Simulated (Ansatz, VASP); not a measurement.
**V2Te6Mo: VASP beside Ansatz**

```
V Te Mo
1.0
     3.57600    0.00000    0.00000
    -1.78800    3.09690    0.00000
     0.00000    0.00000   22.54744
V Te Mo
2 6 1
Direct
  0.00000 0.00000 0.66478
  0.00000 0.00000 0.33522
  0.66667 0.33333 0.91895
  0.66667 0.33333 0.25797
  0.66667 0.33333 0.58755
  0.33333 0.66667 0.74203
  0.33333 0.66667 0.08106
  0.33333 0.66667 0.41245
  0.00000 0.00000 0.00000
```

Alike in both runs: task single point; functional PBE; k mesh 6 × 6 × 1; occupations gaussian, width 0.1 eV; collinear spin.

|  | VASP | Ansatz |
| --- | --- | --- |
| version | VASP 6.6.1 | Ansatz 0.2.0 |
| potentials or method | VASP PAW PBE potentials, release 64 (V_sv, Te, Mo_sv), cutoff 520 eV | scalar-relativistic, plane waves, PAW |
| valence electrons in the cell | 76 | 136 |

```tsv
	VASP	Ansatz	Ansatz less VASP
gap on the k mesh at the Fermi level (eV)	none	none	-
pressure (GPa)	-0.2	-0.2	+0.01
traceless stress, the component that is largest in VASP (GPa)	0.16	0.11	-0.047
rms of the force components (eV/Å)	0.019	0.020	+0.0011
net moment per atom (μB)	0.14	0.14	0.000
size of the moment on the site where the two differ most (μB)	0.68	0.67	-0.016
```

Site moments also hang on the region over which each program counts them. Atom by atom the forces differ by 0.005 eV/Å (rms over components). A gap of «none» marks a metal or a gap that the smearing closes. VASP's potentials hold 76 valence electrons a cell and Ansatz's 136, so a difference there can come from the potentials and not from the codes.

Spin-orbit coupling is off throughout.
